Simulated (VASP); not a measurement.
# Si3C (Pm-3m) in VASP: notebook

Si3C is run at these levels: PBE; tasks: single point, relaxation of cell and atoms.

All numbers are computed with VASP 6.6.1; they aren't measurements. Logs are shortened: lines on timing, memory, paths and dates and some standing lists are left out, and cuts for length are marked.

### 1 The cell of the first run

Symmetry: Pm-3m, No. 221, cubic system. The conventional cell has a = 3.676 Å, b = 3.676 Å, c = 3.676 Å, α = 90.00°, β = 90.00°, γ = 90.00°. Within 3.4 Å of Si (site symmetry 4/mmm) lie 8 Si at 2.60 Å and 4 C at 2.60 Å. C (site symmetry m-3m) has 12 Si at 2.60 Å within 3.4 Å.

### 2 Single point, PBE

INCAR

```
SYSTEM = Si3C
PREC = Accurate ; ENCUT = 520
EDIFF = 1E-6 ; ISMEAR = 0
SIGMA = 0.1 ; LREAL = .FALSE.
LASPH = .TRUE. ; NELM = 80
ALGO = Normal ; ISIF = 2
LWAVE = .FALSE. ; LCHARG = .FALSE.
GGA = PE ; NBANDS = 16
```

KPOINTS

```
regular mesh
0
G
  12 12 12
  0 0 0
```

POSCAR

```
Si3C
1.0
    3.6763810569      0.0000000000      0.0000000000
    0.0000000000      3.6763810569      0.0000000000
    0.0000000000      0.0000000000      3.6763810569
Si C
3 1
Direct
    0.0000000000      0.5000000000      0.5000000000
    0.5000000000      0.0000000000      0.5000000000
    0.5000000000      0.5000000000      0.0000000000
    0.0000000000      0.0000000000      0.0000000000
```

Potentials or basis: VASP PAW PBE potentials, release 64 (Si, C).

On the command line:

```bash
cat potpaw_PBE.64/Si/POTCAR potpaw_PBE.64/C/POTCAR > POTCAR
mpirun -np 1 vasp_std > vasp.out
```

OUTCAR:

```text
SYSTEM = Si3C
   PREC = Accurate
   ENCUT = 520
   EDIFF = 1E-6
   ISMEAR = 0
   LREAL = .FALSE.
   LASPH = .TRUE.
   NELM = 80
   ISIF = 2
   GGA = PE

 ion  position               nearest neighbor table
   1  0.000  0.500  0.500-   2 2.60   3 2.60   4 2.60   3 2.60   4 2.60   2 2.60   4 2.60   4 2.60
                             2 2.60   3 2.60   3 2.60   2 2.60
   2  0.500  0.000  0.500-   1 2.60   3 2.60   4 2.60   3 2.60   4 2.60   1 2.60   3 2.60   3 2.60
                             1 2.60   4 2.60   4 2.60   1 2.60
   3  0.500  0.500  0.000-   1 2.60   2 2.60   4 2.60   1 2.60   2 2.60   2 2.60   4 2.60   2 2.60
                             1 2.60   4 2.60   1 2.60   4 2.60
   4  0.000  0.000  0.000-   1 2.60   2 2.60   3 2.60   1 2.60   2 2.60   1 2.60   3 2.60   1 2.60
                             2 2.60   3 2.60   2 2.60   3 2.60

  LATTYP: Found a simple cubic cell.
 ALAT       =     3.6763810569

  Lattice vectors:

 A1 = (   3.6763810569,   0.0000000000,   0.0000000000)
 A2 = (   0.0000000000,   3.6763810569,   0.0000000000)
 A3 = (   0.0000000000,   0.0000000000,   3.6763810569)

Analysis of symmetry for initial positions (statically):
=====================================================================
 Subroutine PRICEL returns:
 Original cell was already a primitive cell.

 Routine SETGRP: Setting up the symmetry group for a
 simple cubic supercell.

 Subroutine GETGRP returns: Found 48 space group operations
 (whereof 48 operations were pure point group operations)
 out of a pool of 48 trial point group operations.

The static configuration has the point symmetry O_h .

Analysis of symmetry for dynamics (positions and initial velocities):
=====================================================================
 Subroutine PRICEL returns:
 Original cell was already a primitive cell.

 Routine SETGRP: Setting up the symmetry group for a
 simple cubic supercell.

 Subroutine GETGRP returns: Found 48 space group operations
 (whereof 48 operations were pure point group operations)
 out of a pool of 48 trial point group operations.

The dynamic configuration has the point symmetry O_h .

 Subroutine INISYM returns: Found 48 space group operations
 (whereof 48 operations are pure point group operations),
 and found     1 'primitive' translations

----------------------------------------------------------------------------------------

                                     Primitive cell

  volume of cell :      49.6891

  direct lattice vectors                    reciprocal lattice vectors
     3.676381057  0.000000000  0.000000000     0.272006624  0.000000000  0.000000000
     0.000000000  3.676381057  0.000000000     0.000000000  0.272006624  0.000000000
     0.000000000  0.000000000  3.676381057     0.000000000  0.000000000  0.272006624

[... 97 lines left out ...]
   PSTRESS=    0.0 pullay stress
   NELECT =      16.0000    total number of electrons
   NUPDOWN=      -1.0000    fix difference up-down
   EMIN   =  10.00;   EMAX   =-10.00  energy-range for DOS
   EFERMI =   0.00;   METHOD = LEGACY
   ISMEAR =     0;   SIGMA  =   0.10  broadening in eV -4-tet -1-fermi 0-gaus
   EFERMI_NEDOS =   21; number of points for ismear=-14 and -15
   IALGO  =     38    algorithm
   IMIX   =      4    mixing-type and parameters
     AMIX     =   0.40;   BMIX     =  1.00
     AMIX_MAG =   1.60;   BMIX_MAG =  1.00
  volume/ion in A,a.u.               =      12.42        83.83
  Fermi-wavevector in a.u.,A,eV,Ry     =   1.122090  2.120442 17.130900  1.259086
  Thomas-Fermi vector in A             =   2.258748
   LORBIT       =      0    0 simple, 1 ext, 2 COOP (PROOUT), +10 PAW based schemes
   GGA     = PE    functional components
   LHFCALC =     F    Hartree Fock is set to
   AEXX    =    0.0000 exact exchange contribution
   IVDW    =     0    specifies the selected vdW correction
   LEPSILON=     F    determine dielectric tensor
   LRPA    =     F    only Hartree local field effects (RPA)
 non-spin polarized calculation
 Gauss-broadening in eV      SIGMA  =   0.10
  energy-cutoff  :      520.00
  volume of cell :       49.69
 maximum number of plane-waves:      1357
 NGX is ok and might be reduce to    28
   NGX = 13   NGY = 13   NGZ = 13

 number of electron      15.9999998 magnetization

 Free energy of the ion-electron system (eV)
  ---------------------------------------------------
  ext. energy  EPLUGINS =         0.00000000
  ---------------------------------------------------
  free energy    TOTEN  =       -19.78930695 eV

  energy without entropy =      -19.78169546  energy(sigma->0) =      -19.78550120

 E-fermi :   9.9297     XC(G=0): -11.4767

 val. band max:        9.9286511977   @ k =   0.5000   0.2500   0.1667
 cond. band min:       9.9401603873   @ k =   0.1667   0.1667   0.0833
 fundamental gap:      0.0115091897
 Fermi energy:         9.9297139090

 k-point     1 :       0.0000    0.0000    0.0000
  band No.  band energies     occupation
      1      -5.3728      2.00000
      2       2.8054      2.00000
      3       4.4601      2.00000
      4       4.4601      2.00000
      5       4.4601      2.00000
      6       6.4254      2.00000
[... 433 lines left out ...]
      3       1.0098      2.00000
      4       2.6544      2.00000
      5       7.0995      2.00000
      6       7.5901      2.00000
[... 8 lines left out ...]
     15      15.8475      0.00000
     16      19.1889      0.00000

 [... further k-points ...]

------------------------ aborting loop because EDIFF is reached ----------------------------------------

  FORCE on cell =-STRESS in cart. coord.  units (eV):
  Direction    XX          YY          ZZ          XY          YZ          ZX
  --------------------------------------------------------------------------------------
  -------------------------------------------------------------------------------------
  Total       -0.0032879     -0.0032879     -0.0032879     -0.0000000     -0.0000000      0.0000000
  in kB       -0.1060151     -0.1060151     -0.1060151     -0.0000000     -0.0000000      0.0000000
  external PRESSURE =      -0.1060151 kB  Pullay stress =       0.0000000 kB

 VOLUME and BASIS-vectors are now :
 -----------------------------------------------------------------------------
  energy-cutoff  :      520.00
  volume of cell :       49.69
      direct lattice vectors                 reciprocal lattice vectors
     3.676381057  0.000000000  0.000000000     0.272006624  0.000000000  0.000000000
     0.000000000  3.676381057  0.000000000     0.000000000  0.272006624  0.000000000
     0.000000000  0.000000000  3.676381057     0.000000000  0.000000000  0.272006624

 POSITION                                       TOTAL-FORCE (eV/Angst)
 -----------------------------------------------------------------------------------
      0.00000      1.83819      1.83819         0.000000      0.000000      0.000000
      1.83819      0.00000      1.83819         0.000000      0.000000      0.000000
      1.83819      1.83819      0.00000         0.000000      0.000000      0.000000
      0.00000      0.00000      0.00000         0.000000      0.000000      0.000000
 -----------------------------------------------------------------------------------
    total drift:                               -0.000000     -0.000000      0.000000

  FREE ENERGIE OF THE ION-ELECTRON SYSTEM (eV)
  ---------------------------------------------------
  free  energy   TOTEN  =       -19.7893069486 eV

  energy  without entropy=      -19.7816954610  energy(sigma->0) =      -19.78550120
```

OSZICAR:

```text
N       E                     dE             d eps       ncg     rms          rms(c)
DAV:   1     0.186909838734E+02    0.18691E+02   -0.65961E+03  2688   0.878E+02
DAV:   2    -0.186141094212E+02   -0.37305E+02   -0.33627E+02  3552   0.121E+02
DAV:   3    -0.200619617875E+02   -0.14479E+01   -0.14158E+01  3656   0.209E+01
DAV:   4    -0.200716341060E+02   -0.96723E-02   -0.96693E-02  3312   0.204E+00
DAV:   5    -0.200717101816E+02   -0.76076E-04   -0.76072E-04  3664   0.167E-01    0.556E+00
DAV:   6    -0.198493488795E+02    0.22236E+00   -0.52552E-01  3456   0.508E+00    0.325E+00
DAV:   7    -0.198019733498E+02    0.47376E-01   -0.11789E-01  3424   0.240E+00    0.183E+00
DAV:   8    -0.197904893531E+02    0.11484E-01   -0.44383E-02  3296   0.121E+00    0.233E-01
DAV:   9    -0.197893376089E+02    0.11517E-02   -0.25565E-03  3512   0.379E-01    0.126E-01
DAV:  10    -0.197893077297E+02    0.29879E-04   -0.51512E-04  3104   0.139E-01    0.378E-02
DAV:  11    -0.197893072266E+02    0.50305E-06   -0.10707E-05  3648   0.210E-02    0.142E-02
DAV:  12    -0.197893069486E+02    0.27804E-06   -0.97467E-07  2128   0.621E-03
   1 F= -.19789307E+02 E0= -.19785501E+02  d E =-.761149E-02
```

stdout:

```text
POSCAR found type information on POSCAR SiC
 POSCAR found :  2 types and       4 ions
 scaLAPACK will be used
 LDA part: xc-table for (Slater+PW92), standard interpolation
 POSCAR, INCAR and KPOINTS ok, starting setup
 FFT: planning ... GRIDC
 FFT: planning ... GRID_SOFT
 FFT: planning ... GRID
 WAVECAR not read
 entering main loop
```

Run time: 44 s. Hardware: 1 thread of Intel Xeon Platinum 8375C at 2.90GHz (Ice Lake), shared host; peak memory 0.18 GiB.

Results:

- Free energy: -19.7893 eV
- Pressure: 0.0 GPa
- Band gap on the k mesh: zero (band 8 reaches 11.55 eV, above the bottom of band 9 at 8.09 eV)

### 3 Relaxation of cell and atoms, PBE

This run uses another cell than the first one, of 12.76 Å³/atom, 1.028 times its volume.

INCAR

```
SYSTEM = Si3C
ALGO = Normal
EDIFF = 1E-6
EDIFFG = -0.01
ENCUT = 600
GGA = PE
IBRION = 2
ISIF = 3
ISMEAR = 0
LASPH = .TRUE.
LCHARG = .FALSE.
LREAL = .FALSE.
LWAVE = .FALSE.
NELM = 60
NSW = 100
PREC = Accurate
SIGMA = 0.1
```

KPOINTS

```
k-points
0
G
  12 12 12
  0 0 0
```

POSCAR

```
Si3C
1.0
    3.7098142482      0.0000000000      0.0000000000
    0.0000000000      3.7098142482      0.0000000000
    0.0000000000      0.0000000000      3.7098142482
Si C
3 1
Direct
    0.0000000000      0.5000000000      0.5000000000
    0.5000000000      0.0000000000      0.5000000000
    0.5000000000      0.5000000000      0.0000000000
    0.0000000000      0.0000000000      0.0000000000
```

Potentials or basis: VASP PAW PBE potentials, release 64 (Si, C).

On the command line:

```bash
cat potpaw_PBE.64/Si/POTCAR potpaw_PBE.64/C/POTCAR > POTCAR
mpirun -np 1 vasp_std > vasp.out
```

OUTCAR:

```text
SYSTEM = Si3C
   EDIFF = 1E-6
   EDIFFG = -0.01
   ENCUT = 600
   GGA = PE
   IBRION = 2
   ISIF = 3
   ISMEAR = 0
   LASPH = .TRUE.
   LREAL = .FALSE.
   NELM = 60
   NSW = 100
   PREC = Accurate

 ion  position               nearest neighbor table
   1  0.000  0.500  0.500-   2 2.62   3 2.62   3 2.62   2 2.62   2 2.62   3 2.62   3 2.62   2 2.62

   2  0.500  0.000  0.500-   1 2.62   3 2.62   3 2.62   1 2.62   3 2.62   3 2.62   1 2.62   1 2.62

   3  0.500  0.500  0.000-   1 2.62   2 2.62   1 2.62   2 2.62   2 2.62   2 2.62   1 2.62   1 2.62

   4  0.000  0.000  0.000-

  LATTYP: Found a simple cubic cell.
 ALAT       =     3.7098142482

  Lattice vectors:

 A1 = (   3.7098142482,   0.0000000000,   0.0000000000)
 A2 = (   0.0000000000,   3.7098142482,   0.0000000000)
 A3 = (   0.0000000000,   0.0000000000,   3.7098142482)

Analysis of symmetry for initial positions (statically):
=====================================================================
 Subroutine PRICEL returns:
 Original cell was already a primitive cell.

 Routine SETGRP: Setting up the symmetry group for a
 simple cubic supercell.

 Subroutine GETGRP returns: Found 48 space group operations
 (whereof 48 operations were pure point group operations)
 out of a pool of 48 trial point group operations.

The static configuration has the point symmetry O_h .

Analysis of symmetry for dynamics (positions and initial velocities):
=====================================================================
 Subroutine PRICEL returns:
 Original cell was already a primitive cell.

 Routine SETGRP: Setting up the symmetry group for a
 simple cubic supercell.

 Subroutine GETGRP returns: Found 48 space group operations
 (whereof 48 operations were pure point group operations)
 out of a pool of 48 trial point group operations.

The dynamic configuration has the point symmetry O_h .

 Subroutine INISYM returns: Found 48 space group operations
 (whereof 48 operations are pure point group operations),
 and found     1 'primitive' translations
[... 140 lines left out ...]

 number of electron      16.0000001 magnetization

 Free energy of the ion-electron system (eV)
  ---------------------------------------------------
  ext. energy  EPLUGINS =         0.00000000
  ---------------------------------------------------
  free energy    TOTEN  =       -19.77793649 eV

  energy without entropy =      -19.77055260  energy(sigma->0) =      -19.77424454

------------------------ aborting loop because EDIFF is reached ----------------------------------------

  FORCE on cell =-STRESS in cart. coord.  units (eV):
  Direction    XX          YY          ZZ          XY          YZ          ZX
  --------------------------------------------------------------------------------------
  -------------------------------------------------------------------------------------
  Total       -0.8638149     -0.8638149     -0.8638149     -0.0000000      0.0000000      0.0000000
  in kB      -27.1065830    -27.1065830    -27.1065830     -0.0000000      0.0000000      0.0000000
  external PRESSURE =     -27.1065830 kB  Pullay stress =       0.0000000 kB
[... 63 lines left out ...]
--------------------------------------- Ionic step        3  -------------------------------------------

 number of electron      15.9999999 magnetization

 Free energy of the ion-electron system (eV)
  ---------------------------------------------------
  ext. energy  EPLUGINS =         0.00000000
  ---------------------------------------------------
  free energy    TOTEN  =       -19.78993540 eV

  energy without entropy =      -19.78232096  energy(sigma->0) =      -19.78612818

 E-fermi :   9.9342     XC(G=0): -11.4781

 val. band max:        9.9332445625   @ k =   0.5000   0.2500   0.1667
 cond. band min:       9.9441195617   @ k =   0.1667   0.1667   0.0833
 fundamental gap:      0.0108749992
 Fermi energy:         9.9341989816

 k-point     1 :       0.0000    0.0000    0.0000
  band No.  band energies     occupation
      1      -5.3718      2.00000
      2       2.8089      2.00000
      3       4.4627      2.00000
      4       4.4627      2.00000
      5       4.4627      2.00000
      6       6.4301      2.00000
      7       6.4301      2.00000
      8      11.5524      0.00000
      9      11.5524      0.00000
     10      11.5524      0.00000
     11      14.4810      0.00000
     12      14.4810      0.00000
[... 331 lines left out ...]
 k-point    24 :       0.4167    0.3333    0.0000
  band No.  band energies     occupation
      1      -2.5190      2.00000
      2      -0.8424      2.00000
      3       1.0123      2.00000
      4       2.6574      2.00000
      5       7.1025      2.00000
      6       7.5944      2.00000
      7       8.6771      2.00000
      8       9.5373      2.00000
      9      10.7687      0.00000
     10      10.8091      0.00000
     11      12.2428      0.00000
     12      12.3457      0.00000

 [... further k-points ...]

------------------------ aborting loop because EDIFF is reached ----------------------------------------

  FORCE on cell =-STRESS in cart. coord.  units (eV):
  Direction    XX          YY          ZZ          XY          YZ          ZX
  --------------------------------------------------------------------------------------
  -------------------------------------------------------------------------------------
  Total        0.0025374      0.0025374      0.0025374      0.0000000     -0.0000000      0.0000000
  in kB        0.0818426      0.0818426      0.0818426      0.0000000     -0.0000000      0.0000000
  external PRESSURE =       0.0818426 kB  Pullay stress =       0.0000000 kB
[... 19 lines left out ...]
  FREE ENERGIE OF THE ION-ELECTRON SYSTEM (eV)
  ---------------------------------------------------
  free  energy   TOTEN  =       -19.7899353953 eV

  energy  without entropy=      -19.7823209593  energy(sigma->0) =      -19.78612818

 reached required accuracy - stopping structural energy minimisation
```

It took 45 s on 1 thread of AMD EPYC 9R45 (Zen 5), shared host; peak memory 0.17 GiB.

What came out:

| Property | Result |
| --- | --- |
| Free energy | -19.7899 eV |
| Relaxed volume | 12.42 Å³/atom |
| Relaxed cell | a = 3.676 Å, b = 3.676 Å, c = 3.676 Å, α = 90.00°, β = 90.00°, γ = 90.00° |
| Space group after relaxing (to 0.05 Å) | Pm-3m (No. 221) |
| Energy gained by relaxing | 3.0 meV/atom |
| Ionic steps | 3 |
| Pressure after relaxing | 0.0 GPa |
| Band gap on the k mesh | zero (band 8 reaches 11.55 eV, above the bottom of band 9 at 8.09 eV) |

Step by step:
```tsv
step	energy change (eV)	largest force (eV/Å)	pressure (GPa)	volume (Å³)
1	0.0000	0.0000	-2.71	51.06
2	-0.0117	0.0000	0.42	49.48
3	-0.0120	0.0000	0.01	49.67
```

Final structure:
```
CELL_PARAMETERS angstrom
3.67596 0.00000 0.00000
0.00000 3.67596 0.00000
0.00000 0.00000 3.67596
ATOMIC_POSITIONS crystal
Si 0.00000 0.50000 0.50000
Si 0.50000 0.00000 0.50000
Si 0.50000 0.50000 0.00000
C 0.00000 0.00000 0.00000
```
